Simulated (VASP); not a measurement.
# TiO2 (I4_1/amd) in VASP: single point with PBE

Aim: the single point of TiO2 with PBE.

All numbers are computed with VASP 6.6.1; they aren't measurements. Logs are shortened: lines on timing, memory, paths and dates and some standing lists are left out, and cuts for length are marked.

## (1) The cell of the first run

Symmetry: I4_1/amd, No. 141, tetragonal system. Conventional cell: a = 3.784 Å, b = 3.784 Å, c = 9.515 Å, α = 90.00°, β = 90.00°, γ = 90.00°. Within 2.6 Å of Ti (site symmetry -4m2) lie 6 O at 1.93 to 1.98 Å. Within 2.6 Å of O (site symmetry 2mm) lie 3 Ti at 1.93 to 1.98 Å and 2 O at 2.47 Å.

## (2) Single point, PBE

File INCAR:

```
SYSTEM = TiO2
PREC = Accurate ; ENCUT = 520
EDIFF = 1E-7 ; ISMEAR = 0
SIGMA = 0.01 ; LREAL = .FALSE.
LASPH = .TRUE. ; NELM = 80
ALGO = Normal ; ISIF = 2
LWAVE = .FALSE. ; LCHARG = .FALSE.
GGA = PE ; NBANDS = 33
ISYM = 0
```

File KPOINTS:

```
Automatic mesh
0
G
  5 5 7
  0 0 0
```

File POSCAR:

```
TiO2
1.0
   -1.8921000000      1.8921000000      4.7573000000
    1.8921000000     -1.8921000000      4.7573000000
    1.8921000000      1.8921000000     -4.7573000000
Ti O
2 4
Direct
    0.0000000000      0.0000000000      0.0000000000
    0.7500000000      0.2500000000      0.5000000000
    0.2081000000      0.2081000000      0.0000000000
    0.9581000000      0.4581000000      0.5000000000
    0.5419000000      0.0419000000      0.5000000000
    0.7919000000      0.7919000000      0.0000000000
```

Potentials or basis: VASP PAW PBE potentials, release 64 (Ti_sv, O).

Started as:

```bash
cat potpaw_PBE.64/Ti_sv/POTCAR potpaw_PBE.64/O/POTCAR > POTCAR
mpirun -np 1 vasp_std > vasp.out
```

OUTCAR:

```text
SYSTEM = TiO2
   PREC = Accurate
   ENCUT = 520
   EDIFF = 1E-7
   ISMEAR = 0
   LREAL = .FALSE.
   LASPH = .TRUE.
   NELM = 80
   ISIF = 2
   GGA = PE
   ISYM = 0

 ion  position               nearest neighbor table
   1  0.000  0.000  0.000-   5 1.93   4 1.93   5 1.93   4 1.93   3 1.98   6 1.98
   2  0.750  0.250  0.500-   6 1.93   3 1.93   6 1.93   3 1.93   4 1.98   5 1.98
   3  0.208  0.208  0.000-   2 1.93   2 1.93   1 1.98
   4  0.958  0.458  0.500-   1 1.93   1 1.93   2 1.98
   5  0.542  0.042  0.500-   1 1.93   1 1.93   2 1.98
   6  0.792  0.792  0.000-   2 1.93   2 1.93   1 1.98

IMPORTANT INFORMATION: All symmetrisations will be switched off!
NOSYMM: (Re-)initialisation of all symmetry stuff for point group C_1.

----------------------------------------------------------------------------------------

                                     Primitive cell

  volume of cell :      68.1253

  direct lattice vectors                    reciprocal lattice vectors
    -1.892100000  1.892100000  4.757300000     0.000000000  0.264256646  0.105101633
     1.892100000 -1.892100000  4.757300000     0.264256646  0.000000000  0.105101633
     1.892100000  1.892100000 -4.757300000     0.264256646  0.264256646  0.000000000

  length of vectors
     5.458203744  5.458203744  5.458203744     0.284390450  0.284390450  0.373715333

  position of ions in fractional coordinates (direct lattice)
     0.000000000  0.000000000  0.000000000
     0.750000000  0.250000000  0.500000000
     0.208100000  0.208100000  0.000000000
     0.958100000  0.458100000  0.500000000
     0.541900000  0.041900000  0.500000000
     0.791900000  0.791900000  0.000000000

  ion indices of the primitive-cell ions
   primitive index   ion index
                 1           1
                 2           2
                 3           3
                 4           4
                 5           5
                 6           6

----------------------------------------------------------------------------------------

 KPOINTS: Automatic mesh

Automatic generation of k-mesh.
 Grid dimensions read from file:
 generate k-points for:    5    5    7

 Generating k-lattice:

  Cartesian coordinates                     Fractional coordinates (reciprocal lattice)
     0.000000000  0.052851329  0.021020327     0.200000000  0.000000000  0.000000000
     0.052851329  0.000000000  0.021020327     0.000000000  0.200000000  0.000000000
     0.037750949  0.037750949  0.000000000     0.000000000  0.000000000  0.142857143

  Length of vectors
     0.056878090  0.056878090  0.053387905

  Shift w.r.t. Gamma in fractional coordinates (k-lattice)
     0.000000000  0.000000000  0.000000000

 -----------------------------------------------------------------------------
|                                                                             |
|           W    W    AA    RRRRR   N    N  II  N    N   GGGG   !!!           |
|           W    W   A  A   R    R  NN   N  II  NN   N  G    G  !!!           |
|           W    W  A    A  R    R  N N  N  II  N N  N  G       !!!           |
|           W WW W  AAAAAA  RRRRR   N  N N  II  N  N N  G  GGG   !            |
|           WW  WW  A    A  R   R   N   NN  II  N   NN  G    G                |
|           W    W  A    A  R    R  N    N  II  N    N   GGGG   !!!           |
|                                                                             |
|     Your reciprocal lattice and k-lattice belong to different lattice       |
|     classes:                                                                |
|                                                                             |
|        The reciprocal lattice is body-centered tetragonal,                  |
|        whereas your k-lattice is base-centered monoclinic.                  |
|                                                                             |
|     Results are often still useful ...                                      |
|                                                                             |
 -----------------------------------------------------------------------------

 WARNING: IBZKPT: internal override: KBLOWUP is changed to .FALSE.
      ... skipping the blow-up phase ...

 Subroutine IBZKPT returns following result:
 ===========================================

 Found     88 irreducible k-points:

 Following reciprocal coordinates:
            Coordinates               Weight
  0.000000  0.000000  0.000000      1.000000
  0.200000 -0.000000  0.000000      2.000000
  0.400000  0.000000  0.000000      2.000000
 -0.000000  0.200000  0.000000      2.000000
  0.200000  0.200000  0.000000      2.000000
  0.400000  0.200000  0.000000      2.000000
[... 16 lines left out ...]
 -0.200000  0.200000  0.142857      2.000000
  0.000000  0.400000  0.142857      2.000000
 [... further k-points ...]
   k-points           NKPTS =     88   k-points in BZ     NKDIM =     88   number of bands    NBANDS=     33
   number of dos      NEDOS =    301   number of ions     NIONS =      6
   total plane-waves  NPLWV =  74088
   dimension x,y,z NGX =    42 NGY =   42 NGZ =   42
   dimension x,y,z NGXF=    84 NGYF=   84 NGZF=   84
   ions per type =               2   4
   NGX,Y,Z   is equivalent  to a cutoff of  12.79, 12.79, 12.79 a.u.
   NGXF,Y,Z  is equivalent  to a cutoff of  25.58, 25.58, 25.58 a.u.
 SYSTEM =  TiO2
   PREC   = accura    normal or accurate (medium, high low for compatibility)
   ISTART =      0    job   : 0-new  1-cont  2-samecut
   ICHARG =      2    charge: 1-file 2-atom 10-const
   ISPIN  =      1    spin polarized calculation?
   LNONCOLLINEAR =      F non collinear calculations
   LSORBIT =      F    spin-orbit coupling
   LASPH  =      T    aspherical Exc in radial PAW
   ENCUT  =  520.0 eV  38.22 Ry    6.18 a.u.  10.15 10.15 10.15*2*pi/ulx,y,z
   NELM   =     80;   NELMIN=  2; NELMDL= -5     # of ELM steps
   EDIFF  = 0.1E-06   stopping-criterion for ELM
   LREAL  =      F    real-space projection
   EDIFFG = 0.1E-05   stopping-criterion for IOM
   NSW    =      0    number of steps for IOM
   IBRION =     -1    ionic relax: 0-MD 1-quasi-New 2-CG
   NFREE  =      0    steps in history (QN), initial steepest desc. (CG)
   ISIF   =      2    stress and relaxation
   ISYM   =      0    0-nonsym 1-usesym 2-fastsym
   POTIM  = 0.5000    time-step for ionic-motion
   TEBEG  =    0.0;   TEEND  =   0.0 temperature during run
   PSTRESS=    0.0 pullay stress
   NELECT =      48.0000    total number of electrons
   NUPDOWN=      -1.0000    fix difference up-down
   EMIN   =  10.00;   EMAX   =-10.00  energy-range for DOS
   EFERMI =   0.00;   METHOD = LEGACY
   ISMEAR =     0;   SIGMA  =   0.01  broadening in eV -4-tet -1-fermi 0-gaus
   EFERMI_NEDOS =   21; number of points for ismear=-14 and -15
   IALGO  =     38    algorithm
   IMIX   =      4    mixing-type and parameters
     AMIX     =   0.40;   BMIX     =  1.00
     AMIX_MAG =   1.60;   BMIX_MAG =  1.00
  volume/ion in A,a.u.               =      11.35        76.62
  Fermi-wavevector in a.u.,A,eV,Ry     =   1.456752  2.752862 28.873289  2.122127
  Thomas-Fermi vector in A             =   2.573634
   LORBIT       =      0    0 simple, 1 ext, 2 COOP (PROOUT), +10 PAW based schemes
   GGA     = PE    functional components
   LHFCALC =     F    Hartree Fock is set to
   AEXX    =    0.0000 exact exchange contribution
   IVDW    =     0    specifies the selected vdW correction
   LEPSILON=     F    determine dielectric tensor
   LRPA    =     F    only Hartree local field effects (RPA)
 non-spin polarized calculation
 Gauss-broadening in eV      SIGMA  =   0.01
  energy-cutoff  :      520.00
  volume of cell :       68.13
 maximum number of plane-waves:      1850
 NGX is ok and might be reduce to    42
   NGX = 21   NGY = 21   NGZ = 21

 number of electron      47.9999989 magnetization

 Free energy of the ion-electron system (eV)
  ---------------------------------------------------
  ext. energy  EPLUGINS =         0.00000000
  ---------------------------------------------------
  free energy    TOTEN  =       -53.82579656 eV

  energy without entropy =      -53.82579656  energy(sigma->0) =      -53.82579656

 E-fermi :   3.5980     XC(G=0): -10.7369

 val. band max:        3.4086615676   @ k =   0.0000   0.0000   0.4286
 cond. band min:       5.5047639365   @ k =   0.0000   0.0000   0.0000
 fundamental gap:      2.0961023689
 Fermi energy:         3.5979808285

 k-point     1 :       0.0000    0.0000    0.0000
  band No.  band energies     occupation
      1     -52.9929      2.00000
      2     -52.9323      2.00000
      3     -29.4600      2.00000
      4     -29.2185      2.00000
      5     -29.2185      2.00000
      6     -29.1466      2.00000
[... 25 lines left out ...]
     32       8.7050      0.00000
     33       8.7176      0.00000

 k-point     2 :       0.2000   -0.0000    0.0000
  band No.  band energies     occupation
      1     -52.9879      2.00000
      2     -52.9358      2.00000
      3     -29.4499      2.00000
      4     -29.2645      2.00000
      5     -29.2219      2.00000
      6     -29.1644      2.00000
[... 25 lines left out ...]
     32       9.0865      0.00000
     33       9.4599      0.00000

 k-point     3 :       0.4000    0.0000    0.0000
  band No.  band energies     occupation
      1     -52.9778      2.00000
      2     -52.9434      2.00000
      3     -29.4336      2.00000
      4     -29.3369      2.00000
      5     -29.2264      2.00000
      6     -29.1819      2.00000
[... 25 lines left out ...]
     32       9.4156      0.00000
     33       9.9252      0.00000

 k-point     4 :      -0.0000    0.2000    0.0000
  band No.  band energies     occupation
      1     -52.9879      2.00000
      2     -52.9358      2.00000
      3     -29.4499      2.00000
      4     -29.2645      2.00000
      5     -29.2219      2.00000
      6     -29.1644      2.00000
[... 673 lines left out ...]
     32      10.1665      0.00000
     33      10.4363      0.00000

 k-point    23 :      -0.2000    0.2000    0.1429
  band No.  band energies     occupation
      1     -52.9829      2.00000
      2     -52.9387      2.00000
      3     -29.4541      2.00000
      4     -29.3083      2.00000
      5     -29.2251      2.00000
      6     -29.1913      2.00000
[... 25 lines left out ...]
     32       9.4335      0.00000
     33      10.1609      0.00000

 k-point    24 :       0.0000    0.4000    0.1429
  band No.  band energies     occupation
      1     -52.9732      2.00000
      2     -52.9469      2.00000
      3     -29.4273      2.00000
      4     -29.3543      2.00000
      5     -29.2436      2.00000
      6     -29.1983      2.00000
[... 25 lines left out ...]
     32       9.9387      0.00000
     33      10.0525      0.00000

 [... further k-points ...]
[... 5 lines left out ...]
  --------------------------------------------------------------------------------------
  -------------------------------------------------------------------------------------
  Total        2.3076365      2.3076218      2.8945738     -0.0001197     -0.0000613     -0.0000726
  in kB       54.2711829     54.2708352     68.0748217     -0.0028151     -0.0014424     -0.0017075
  external PRESSURE =      58.8722799 kB  Pullay stress =       0.0000000 kB

 VOLUME and BASIS-vectors are now :
 -----------------------------------------------------------------------------
  energy-cutoff  :      520.00
  volume of cell :       68.13
      direct lattice vectors                 reciprocal lattice vectors
    -1.892100000  1.892100000  4.757300000     0.000000000  0.264256646  0.105101633
     1.892100000 -1.892100000  4.757300000     0.264256646  0.000000000  0.105101633
     1.892100000  1.892100000 -4.757300000     0.264256646  0.264256646  0.000000000

 POSITION                                       TOTAL-FORCE (eV/Angst)
 -----------------------------------------------------------------------------------
      0.00000      0.00000      0.00000         0.000047     -0.000045     -0.000006
      0.00000      1.89210      2.37865        -0.000047      0.000045      0.000003
      0.00000      0.00000      1.97999         0.000024     -0.000024      0.124448
      0.00000      1.89210      4.35864        -0.000018      0.000023      0.124454
      0.00000      1.89210      0.39866        -0.000023      0.000023     -0.124447
      0.00000      0.00000      7.53461         0.000018     -0.000022     -0.124451
 -----------------------------------------------------------------------------------
    total drift:                               -0.000001     -0.000002     -0.000004

  FREE ENERGIE OF THE ION-ELECTRON SYSTEM (eV)
  ---------------------------------------------------
  free  energy   TOTEN  =       -53.8257965607 eV

  energy  without entropy=      -53.8257965607  energy(sigma->0) =      -53.82579656
```

Run time: 8.1 min. Hardware: 1 thread of Intel Xeon 8259CL, shared host; peak memory 0.35 GiB.

Results:

```yaml
Free_energy: -53.8258 eV
Pressure: 5.9 GPa
Largest_force: 0.124 eV/Å
Band_gap_on_the_k_mesh: 2.10 eV (least direct gap 2.54 eV)
```

Forces in eV/Å, atoms in the order of the input:
```
Ti   0.000  0.000  0.000
Ti   0.000  0.000  0.000
O    0.000  0.000  0.124
O    0.000  0.000  0.124
O    0.000  0.000 -0.124
O    0.000  0.000 -0.124
```

Caveat: the cell stands under pressure; an odd mesh through Γ misses points on the zone boundary, where band edges can lie.
